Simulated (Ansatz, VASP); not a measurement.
**One calculation of ZnPd3, two programs**

```xyz
4
Lattice="3.8067 0.0000 0.0000 0.0000 3.8067 0.0000 0.0000 0.0000 3.8067" Properties=species:S:1:pos:R:3 pbc="T T T"
Zn    0.0000    0.0000    0.0000
Pd    0.0000    1.9034    1.9034
Pd    1.9034    0.0000    1.9034
Pd    1.9034    1.9034    0.0000
```

Alike in both runs: functional LDA; k mesh 12 × 12 × 12; occupations gaussian, width 0.1 eV; no spin polarisation.

Ansatz relaxed the structure, and its values are those at the end. VASP's run is a single point on that final structure, the one shown.

```csv
,VASP,Ansatz
version,VASP 6.6.1,Ansatz 0.2.0
potentials or method,"VASP PAW LDA potentials, release 64 (Zn, Pd), cutoff 520 eV","scalar-relativistic, plane waves, PAW"
valence electrons in the cell,42,66
```

VASP gave:

* gap on the k mesh at the Fermi level (eV): none
* pressure (GPa): 0.6

Problem. What did Ansatz give for the same quantities?

Solution. gap on the k mesh at the Fermi level (eV): none; pressure (GPa): 0.0.

LDA's correlation is that of Perdew and Zunger in VASP and of Perdew and Wang (1992) in Ansatz. A gap of «none» marks a metal or a gap that the smearing closes. VASP's potentials hold 42 valence electrons a cell and Ansatz's 66, so a difference there can come from the potentials and not from the codes.
